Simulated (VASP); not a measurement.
## CuAu: single point with PBE

The system is CuAu.

```
Cu Au
1.0
     2.83891    0.00000    0.00000
     0.00000    2.83891    0.00000
     0.00000    0.00000    3.49974
Cu Au
1 1
Direct
  0.50000 0.50000 0.50000
  0.00000 0.00000 0.00000
```

| Property | Result |
| --- | --- |
| Program | VASP 6.6.1 |
| Task | single point |
| Functional | PBE |
| Potentials or basis | VASP PAW PBE potentials, release 64 (Cu, Au) |
| Cutoff | 520 eV |
| k mesh | 14 × 14 × 12 |
| Occupations | gaussian, width 0.1 eV |
| Spin | no spin polarisation |
| Dipole correction | no |
| Further INCAR settings | ALGO = Normal; EDIFF = 1e-07; NBANDS = 18 |

```json
{
  "Pressure": "10.3 GPa",
  "Band gap on the k mesh": "zero (bands 11 and 12 overlap by 7.36 eV)"
}
```

Levels at points of the mesh, in eV from the Fermi level:
```tsv
k point	band 9	band 10	band 11	band 12	band 13	band 14
(0.00, 0.00, 0.00)	-1.75	-1.53	-1.53	2.99	9.36	9.36
(0.50, 0.00, 0.00)	-2.59	-2.36	-1.09	-0.44	10.30	10.37
(0.50, 0.50, 0.00)	-1.37	-1.37	0.22	0.22	4.75	6.73
(0.00, 0.00, 0.50)	-2.53	-2.53	-2.33	-2.17	14.01	14.44
(0.50, 0.00, 0.50)	-1.59	-1.53	-1.15	-1.14	2.74	4.76
(0.50, 0.50, 0.50)	-1.88	-1.81	5.20	5.57	5.57	5.95
```

It took 43 s on 1 thread of Intel(R) Xeon(R) 6975P-C (Granite Rapids), on a shared host, peak memory 0.25 GiB.

Caveat: the cell stands under pressure; spin-orbit coupling is left out, which moves the levels of the heavy elements.
